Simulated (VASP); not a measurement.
# AlNi (P4/mmm) in VASP: notebook

AlNi is run at these levels: PBEsol; tasks: single point.

Everything below comes from runs of VASP 6.6.1. Logs are shortened: lines on timing, memory, paths and dates and some standing lists are left out, and cuts for length are marked.

**1. The cell of the first run**

It takes space group P4/mmm (No. 123, tetragonal). The conventional cell has a = 2.859 Å, b = 2.859 Å, c = 2.869 Å, α = 90.00°, β = 90.00°, γ = 90.00°. Al (site symmetry 4/mmm) has 8 Ni at 2.48 Å and 6 Al at 2.86 to 2.87 Å within 3.3 Å. Ni (site symmetry 4/mmm) has 8 Al at 2.48 Å and 6 Ni at 2.86 to 2.87 Å within 3.3 Å.

**2. Single point, PBEsol**

Input file INCAR:

```
SYSTEM = AlNi
PREC = Accurate
ENCUT = 520
EDIFF = 1E-7
ISMEAR = 0
SIGMA = 0.1
LREAL = .FALSE.
LASPH = .TRUE.
NELM = 80
ALGO = Normal
ISIF = 2
LWAVE = .FALSE.
LCHARG = .FALSE.
GGA = PS
NBANDS = 14
```

Input file KPOINTS:

```
Automatic mesh
0
G
  14 14 14
  0 0 0
```

Input file POSCAR:

```
AlNi
1.0
    2.8586048674      0.0000000000      0.0000000000
    0.0000000000      2.8586048674      0.0000000000
    0.0000000000      0.0000000000      2.8694088859
Al Ni
1 1
Direct
    0.0000000000      0.0000000000      0.0000000000
    0.5000000000      0.5000000000      0.5000000000
```

Potentials or basis: VASP PAW PBE potentials, release 64 (Al, Ni).

Command:

```bash
$ cat potpaw_PBE.64/Al/POTCAR potpaw_PBE.64/Ni/POTCAR > POTCAR
$ mpirun -np 1 vasp_std > vasp.out
```

OUTCAR:

```text
SYSTEM = AlNi
   PREC = Accurate
   ENCUT = 520
   EDIFF = 1E-7
   ISMEAR = 0
   LREAL = .FALSE.
   LASPH = .TRUE.
   NELM = 80
   ISIF = 2
   GGA = PS

 ion  position               nearest neighbor table
   1  0.000  0.000  0.000-   2 2.48   2 2.48   2 2.48   2 2.48   2 2.48   2 2.48   2 2.48   2 2.48

   2  0.500  0.500  0.500-   1 2.48   1 2.48   1 2.48   1 2.48   1 2.48   1 2.48   1 2.48   1 2.48

  LATTYP: Found a simple tetragonal cell.
 ALAT       =     2.8586048674
 C/A-ratio  =     1.0037794725

  Lattice vectors:

 A1 = (   2.8586048674,   0.0000000000,   0.0000000000)
 A2 = (   0.0000000000,   2.8586048674,   0.0000000000)
 A3 = (   0.0000000000,   0.0000000000,   2.8694088859)

Analysis of symmetry for initial positions (statically):
=====================================================================
 Subroutine PRICEL returns:
 Original cell was already a primitive cell.

 Routine SETGRP: Setting up the symmetry group for a
 simple tetragonal supercell.

 Subroutine GETGRP returns: Found 16 space group operations
 (whereof 16 operations were pure point group operations)
 out of a pool of 16 trial point group operations.

The static configuration has the point symmetry D_4h.

Analysis of symmetry for dynamics (positions and initial velocities):
=====================================================================
 Subroutine PRICEL returns:
 Original cell was already a primitive cell.

 Routine SETGRP: Setting up the symmetry group for a
 simple tetragonal supercell.

 Subroutine GETGRP returns: Found 16 space group operations
 (whereof 16 operations were pure point group operations)
 out of a pool of 16 trial point group operations.

The dynamic configuration has the point symmetry D_4h.

 Subroutine INISYM returns: Found 16 space group operations
 (whereof 16 operations are pure point group operations),
 and found     1 'primitive' translations

----------------------------------------------------------------------------------------

                                     Primitive cell

  volume of cell :      23.4477

  direct lattice vectors                    reciprocal lattice vectors
     2.858604867  0.000000000  0.000000000     0.349820995  0.000000000  0.000000000
     0.000000000  2.858604867  0.000000000     0.000000000  0.349820995  0.000000000
     0.000000000  0.000000000  2.869408886     0.000000000  0.000000000  0.348503835

  length of vectors
     2.858604867  2.858604867  2.869408886     0.349820995  0.349820995  0.348503835

  position of ions in fractional coordinates (direct lattice)
     0.000000000  0.000000000  0.000000000
     0.500000000  0.500000000  0.500000000

  ion indices of the primitive-cell ions
   primitive index   ion index
                 1           1
                 2           2

----------------------------------------------------------------------------------------

 KPOINTS: Automatic mesh

Automatic generation of k-mesh.
 Grid dimensions read from file:
 generate k-points for:   14   14   14

 Generating k-lattice:

  Cartesian coordinates                     Fractional coordinates (reciprocal lattice)
     0.024987214  0.000000000  0.000000000     0.071428571  0.000000000  0.000000000
     0.000000000  0.024987214  0.000000000     0.000000000  0.071428571  0.000000000
     0.000000000  0.000000000  0.024893131     0.000000000  0.000000000  0.071428571

  Length of vectors
     0.024987214  0.024987214  0.024893131

  Shift w.r.t. Gamma in fractional coordinates (k-lattice)
     0.000000000  0.000000000  0.000000000

 Subroutine IBZKPT returns following result:
 ===========================================

 Found    288 irreducible k-points:

 Following reciprocal coordinates:
            Coordinates               Weight
  0.000000  0.000000  0.000000      1.000000
  0.071429  0.000000  0.000000      4.000000
  0.142857  0.000000  0.000000      4.000000
  0.214286  0.000000  0.000000      4.000000
  0.285714  0.000000  0.000000      4.000000
  0.357143  0.000000  0.000000      4.000000
[... 16 lines left out ...]
  0.285714  0.214286  0.000000      8.000000
  0.357143  0.214286  0.000000      8.000000
 [... further k-points ...]
   k-points           NKPTS =    288   k-points in BZ     NKDIM =    288   number of bands    NBANDS=     14
   number of dos      NEDOS =    301   number of ions     NIONS =      2
   total plane-waves  NPLWV =  13824
   dimension x,y,z NGX =    24 NGY =   24 NGZ =   24
   dimension x,y,z NGXF=    48 NGYF=   48 NGZF=   48
   ions per type =               1   1
   NGX,Y,Z   is equivalent  to a cutoff of  13.96, 13.96, 13.90 a.u.
   NGXF,Y,Z  is equivalent  to a cutoff of  27.92, 27.92, 27.81 a.u.
 SYSTEM =  AlNi
   PREC   = accura    normal or accurate (medium, high low for compatibility)
   ISTART =      0    job   : 0-new  1-cont  2-samecut
   ICHARG =      2    charge: 1-file 2-atom 10-const
   ISPIN  =      1    spin polarized calculation?
   LNONCOLLINEAR =      F non collinear calculations
   LSORBIT =      F    spin-orbit coupling
   LASPH  =      T    aspherical Exc in radial PAW
   ENCUT  =  520.0 eV  38.22 Ry    6.18 a.u.   5.32  5.32  5.34*2*pi/ulx,y,z
   NELM   =     80;   NELMIN=  2; NELMDL= -5     # of ELM steps
   EDIFF  = 0.1E-06   stopping-criterion for ELM
   LREAL  =      F    real-space projection
   EDIFFG = 0.1E-05   stopping-criterion for IOM
   NSW    =      0    number of steps for IOM
   IBRION =     -1    ionic relax: 0-MD 1-quasi-New 2-CG
   NFREE  =      0    steps in history (QN), initial steepest desc. (CG)
   ISIF   =      2    stress and relaxation
   ISYM   =      2    0-nonsym 1-usesym 2-fastsym
   POTIM  = 0.5000    time-step for ionic-motion
   TEBEG  =    0.0;   TEEND  =   0.0 temperature during run
   PSTRESS=    0.0 pullay stress
   NELECT =      13.0000    total number of electrons
   NUPDOWN=      -1.0000    fix difference up-down
   EMIN   =  10.00;   EMAX   =-10.00  energy-range for DOS
   EFERMI =   0.00;   METHOD = LEGACY
   ISMEAR =     0;   SIGMA  =   0.10  broadening in eV -4-tet -1-fermi 0-gaus
   EFERMI_NEDOS =   21; number of points for ismear=-14 and -15
   IALGO  =     38    algorithm
   IMIX   =      4    mixing-type and parameters
     AMIX     =   0.40;   BMIX     =  1.00
     AMIX_MAG =   1.60;   BMIX_MAG =  1.00
  volume/ion in A,a.u.               =      11.72        79.12
  Fermi-wavevector in a.u.,A,eV,Ry     =   1.344897  2.541487 24.609513  1.808748
  Thomas-Fermi vector in A             =   2.472854
   LORBIT       =      0    0 simple, 1 ext, 2 COOP (PROOUT), +10 PAW based schemes
   GGA     = PS    functional components
   LHFCALC =     F    Hartree Fock is set to
   AEXX    =    0.0000 exact exchange contribution
   IVDW    =     0    specifies the selected vdW correction
   LEPSILON=     F    determine dielectric tensor
   LRPA    =     F    only Hartree local field effects (RPA)
 non-spin polarized calculation
 Gauss-broadening in eV      SIGMA  =   0.10
  energy-cutoff  :      520.00
  volume of cell :       23.45
 maximum number of plane-waves:       651
 NGX is ok and might be reduce to    24
   NGX = 11   NGY = 11   NGZ = 11

 number of electron      13.0000011 magnetization

 Free energy of the ion-electron system (eV)
  ---------------------------------------------------
  ext. energy  EPLUGINS =         0.00000000
  ---------------------------------------------------
  free energy    TOTEN  =       -11.58703777 eV

  energy without entropy =      -11.58200672  energy(sigma->0) =      -11.58452225

 E-fermi :  10.1302     XC(G=0): -12.2617

 val. band max:       10.1085071478   @ k =   0.1429   0.1429   0.3571
 cond. band min:      10.1308449656   @ k =   0.3571   0.0714   0.2143
 fundamental gap:      0.0223378178
 Fermi energy:        10.1301812994

 k-point     1 :       0.0000    0.0000    0.0000
  band No.  band energies     occupation
      1      -1.1174      2.00000
      2       6.8252      2.00000
      3       6.8272      2.00000
      4       8.5722      2.00000
      5       8.5722      2.00000
      6       8.5823      2.00000
      7      15.6472      0.00000
      8      15.7839      0.00000
      9      15.7839      0.00000
     10      18.3519      0.00000
     11      18.3831      0.00000
     12      24.2417      0.00000
     13      31.2580      0.00000
     14      31.2707      0.00000

 k-point     2 :       0.0714    0.0000    0.0000
  band No.  band energies     occupation
      1      -1.0218      2.00000
      2       6.8207      2.00000
      3       6.8486      2.00000
      4       8.5294      2.00000
      5       8.5403      2.00000
      6       8.5767      2.00000
      7      14.7867      0.00000
      8      15.7740      0.00000
      9      15.9098      0.00000
     10      18.3638      0.00000
     11      19.2750      0.00000
     12      24.5764      0.00000
     13      30.1774      0.00000
     14      30.2773      0.00000

 k-point     3 :       0.1429    0.0000    0.0000
  band No.  band energies     occupation
      1      -0.7365      2.00000
      2       6.7787      2.00000
      3       6.9136      2.00000
      4       8.4139      2.00000
      5       8.4270      2.00000
      6       8.5895      2.00000
      7      13.1660      0.00000
      8      16.1420      0.00000
      9      16.2755      0.00000
     10      18.3770      0.00000
     11      20.5576      0.00000
     12      25.6389      0.00000
     13      28.4221      0.00000
     14      28.5298      0.00000
[... 324 lines left out ...]
 k-point    23 :       0.2857    0.2143    0.0000
  band No.  band energies     occupation
      1       1.1863      2.00000
      2       6.5132      2.00000
      3       7.0535      2.00000
      4       7.8280      2.00000
      5       8.1458      2.00000
      6       8.3512      2.00000
      7      10.8915      0.00000
      8      13.3621      0.00000
      9      18.4783      0.00000
     10      19.1533      0.00000
     11      21.8764      0.00000
     12      25.5834      0.00000
     13      26.2071      0.00000
     14      27.6636      0.00000

 k-point    24 :       0.3571    0.2143    0.0000
  band No.  band energies     occupation
      1       1.9655      2.00000
      2       5.8432      2.00000
      3       7.2278      2.00000
      4       7.7823      2.00000
      5       8.0202      2.00000
      6       8.3720      2.00000
      7      10.0691      1.61243
      8      13.9988      0.00000
      9      18.0998      0.00000
     10      19.3556      0.00000
     11      21.8300      0.00000
     12      24.1077      0.00000
     13      26.4028      0.00000
     14      27.9888      0.00000

 [... further k-points ...]
[... 5 lines left out ...]
  --------------------------------------------------------------------------------------
  -------------------------------------------------------------------------------------
  Total        0.0357754      0.0357754      0.0008272      0.0000000      0.0000000      0.0000000
  in kB        2.4445250      2.4445250      0.0565202      0.0000000      0.0000000      0.0000000
  external PRESSURE =       1.6485234 kB  Pullay stress =       0.0000000 kB

 VOLUME and BASIS-vectors are now :
 -----------------------------------------------------------------------------
  energy-cutoff  :      520.00
  volume of cell :       23.45
      direct lattice vectors                 reciprocal lattice vectors
     2.858604867  0.000000000  0.000000000     0.349820995  0.000000000  0.000000000
     0.000000000  2.858604867  0.000000000     0.000000000  0.349820995  0.000000000
     0.000000000  0.000000000  2.869408886     0.000000000  0.000000000  0.348503835

 POSITION                                       TOTAL-FORCE (eV/Angst)
 -----------------------------------------------------------------------------------
      0.00000      0.00000      0.00000         0.000000      0.000000      0.000000
      1.42930      1.42930      1.43470         0.000000      0.000000      0.000000
 -----------------------------------------------------------------------------------
    total drift:                                0.000000      0.000000     -0.000000

  FREE ENERGIE OF THE ION-ELECTRON SYSTEM (eV)
  ---------------------------------------------------
  free  energy   TOTEN  =       -11.5870377740 eV

  energy  without entropy=      -11.5820067179  energy(sigma->0) =      -11.58452225
```

Wall time 33 s (1 thread of Intel Xeon 6975P-C (Granite Rapids), shared host); peak memory 0.21 GiB.

What came out:

```
Free energy : -11.5870 eV
Pressure    : 0.2 GPa
```

Levels at points of the mesh, in eV from the Fermi level:
| k point | band 5 | band 6 | band 7 | band 8 | band 9 | band 10 |
| --- | --- | --- | --- | --- | --- | --- |
| (0.00, 0.00, 0.00) | -1.56 | -1.55 | 5.52 | 5.65 | 5.65 | 8.22 |
| (0.50, 0.00, 0.00) | -2.27 | -1.47 | -0.62 | 8.35 | 10.03 | 10.16 |
| (0.50, 0.50, 0.00) | -2.12 | -2.12 | -1.01 | 1.55 | 2.64 | 12.47 |
| (0.00, 0.00, 0.50) | -2.27 | -1.46 | -0.65 | 8.35 | 10.15 | 10.15 |
| (0.50, 0.00, 0.50) | -2.10 | -2.10 | -1.01 | 1.51 | 2.61 | 12.57 |
| (0.50, 0.50, 0.50) | -0.98 | 1.99 | 1.99 | 1.99 | 3.93 | 4.58 |

Caveat: the PAW data sets were made with another functional, which shifts forces and pressure a little.

**3. Single point, PBEsol (strain along c alone, the other axes held: +1.0 %)**

Input file INCAR:

```
PREC = Accurate
ENCUT = 520
EDIFF = 1E-6
ISMEAR = 0
SIGMA = 0.1
LREAL = False
LASPH = True
NELM = 100
ALGO = Normal
ISIF = 2
LWAVE = False
LCHARG = False
GGA = PS
NBANDS = 14
```

Input file KPOINTS:

```
regular mesh
0
Gamma
  14 14 14
```

POSCAR: that of step 2 with these lines changed.

```diff
@@ -4,3 +4,3 @@
     0.0000000000      2.8586048674      0.0000000000
-    0.0000000000      0.0000000000      2.8694088859
+    0.0000000000      0.0000000000      2.8981029747
 Al Ni
```

Potentials or basis: VASP PAW PBE potentials, release 64 (Al, Ni).

Command:

```bash
$ cat potpaw_PBE.64/Al/POTCAR potpaw_PBE.64/Ni/POTCAR > POTCAR
$ mpirun -np 1 vasp_std > vasp.out
```

OUTCAR:

```text
PREC = Accurate
   ENCUT = 520
   EDIFF = 1E-6
   ISMEAR = 0
   LREAL = False
   LASPH = True
   NELM = 100
   ISIF = 2
   GGA = PS

 ion  position               nearest neighbor table
   1  0.000  0.000  0.000-   2 2.49   2 2.49   2 2.49   2 2.49   2 2.49   2 2.49   2 2.49   2 2.49

   2  0.500  0.500  0.500-   1 2.49   1 2.49   1 2.49   1 2.49   1 2.49   1 2.49   1 2.49   1 2.49

  LATTYP: Found a simple tetragonal cell.
 ALAT       =     2.8586048674
 C/A-ratio  =     1.0138172672

  Lattice vectors:

 A1 = (   2.8586048674,   0.0000000000,   0.0000000000)
 A2 = (   0.0000000000,   2.8586048674,   0.0000000000)
 A3 = (   0.0000000000,   0.0000000000,   2.8981029747)

Analysis of symmetry for initial positions (statically):
=====================================================================
 Subroutine PRICEL returns:
 Original cell was already a primitive cell.

 Routine SETGRP: Setting up the symmetry group for a
 simple tetragonal supercell.

 Subroutine GETGRP returns: Found 16 space group operations
 (whereof 16 operations were pure point group operations)
 out of a pool of 16 trial point group operations.

The static configuration has the point symmetry D_4h.

Analysis of symmetry for dynamics (positions and initial velocities):
=====================================================================
 Subroutine PRICEL returns:
 Original cell was already a primitive cell.

 Routine SETGRP: Setting up the symmetry group for a
 simple tetragonal supercell.

 Subroutine GETGRP returns: Found 16 space group operations
 (whereof 16 operations were pure point group operations)
 out of a pool of 16 trial point group operations.

The dynamic configuration has the point symmetry D_4h.

 Subroutine INISYM returns: Found 16 space group operations
 (whereof 16 operations are pure point group operations),
 and found     1 'primitive' translations

----------------------------------------------------------------------------------------

[... 116 lines left out ...]
   LORBIT       =      0    0 simple, 1 ext, 2 COOP (PROOUT), +10 PAW based schemes
   GGA     = PS    functional components
   LHFCALC =     F    Hartree Fock is set to
   AEXX    =    0.0000 exact exchange contribution
   IVDW    =     0    specifies the selected vdW correction
   LEPSILON=     F    determine dielectric tensor
   LRPA    =     F    only Hartree local field effects (RPA)
 non-spin polarized calculation
 Gauss-broadening in eV      SIGMA  =   0.10
  energy-cutoff  :      520.00
  volume of cell :       23.68
 maximum number of plane-waves:       655
 NGX is ok and might be reduce to    24
   NGX = 11   NGY = 11   NGZ = 11

 number of electron      13.0000012 magnetization

 Free energy of the ion-electron system (eV)
  ---------------------------------------------------
  ext. energy  EPLUGINS =         0.00000000
  ---------------------------------------------------
  free energy    TOTEN  =       -11.58550359 eV

  energy without entropy =      -11.58059518  energy(sigma->0) =      -11.58304939

 E-fermi :  10.0007     XC(G=0): -12.2131

 val. band max:        9.9918234347   @ k =   0.4286   0.3571   0.2143
 cond. band min:      10.0105715122   @ k =   0.5000   0.2857   0.5000
 fundamental gap:      0.0187480774
 Fermi energy:        10.0007283460

 k-point     1 :       0.0000    0.0000    0.0000
  band No.  band energies     occupation
      1      -1.1768      2.00000
      2       6.7373      2.00000
      3       6.7462      2.00000
      4       8.4516      2.00000
      5       8.4516      2.00000
      6       8.4883      2.00000
      7      15.2367      0.00000
      8      15.7283      0.00000
      9      15.7283      0.00000
     10      18.1382      0.00000
     11      18.2580      0.00000
     12      23.9368      0.00000
     13      30.9350      0.00000
     14      30.9376      0.00000
[... 377 lines left out ...]
      1       1.9061      2.00000
      2       5.7816      2.00000
      3       7.1497      2.00000
      4       7.7031      2.00000
      5       7.8853      2.00000
      6       8.2466      2.00000
      7       9.9653      1.38326
      8      13.9107      0.00000
      9      18.0014      0.00000
     10      18.9626      0.00000
     11      21.5271      0.00000
     12      23.7238      0.00000
     13      26.0659      0.00000
     14      27.7996      0.00000

 [... further k-points ...]
[... 5 lines left out ...]
  --------------------------------------------------------------------------------------
  -------------------------------------------------------------------------------------
  Total       -0.1827346     -0.1827346     -0.3187369      0.0000000      0.0000000      0.0000000
  in kB      -12.3625874    -12.3625874    -21.5635768      0.0000000      0.0000000      0.0000000
  external PRESSURE =     -15.4295838 kB  Pullay stress =       0.0000000 kB

 VOLUME and BASIS-vectors are now :
 -----------------------------------------------------------------------------
  energy-cutoff  :      520.00
  volume of cell :       23.68
      direct lattice vectors                 reciprocal lattice vectors
     2.858604867  0.000000000  0.000000000     0.349820995  0.000000000  0.000000000
     0.000000000  2.858604867  0.000000000     0.000000000  0.349820995  0.000000000
     0.000000000  0.000000000  2.898102975     0.000000000  0.000000000  0.345053302

 POSITION                                       TOTAL-FORCE (eV/Angst)
 -----------------------------------------------------------------------------------
      0.00000      0.00000      0.00000         0.000000      0.000000      0.000000
      1.42930      1.42930      1.44905         0.000000      0.000000      0.000000
 -----------------------------------------------------------------------------------
    total drift:                                0.000000      0.000000     -0.000000

  FREE ENERGIE OF THE ION-ELECTRON SYSTEM (eV)
  ---------------------------------------------------
  free  energy   TOTEN  =       -11.5855035929 eV

  energy  without entropy=      -11.5805951844  energy(sigma->0) =      -11.58304939
```

Run time: 30 s. Hardware: 1 thread of Intel Xeon 6975P-C (Granite Rapids), shared host; peak memory 0.21 GiB.

What came out:

| Quantity | Value |
| --- | --- |
| Free energy | -11.5855 eV |
| Pressure | -1.5 GPa |

Stress tensor (GPa, compression positive):
```
-1.24  0.00  0.00
 0.00 -1.24  0.00
 0.00  0.00 -2.16
```

Caveat: the cell differs from its parent crystal (strain along c alone, the other axes held: +1.0 %); the PAW data sets were made with another functional, which shifts forces and pressure a little.
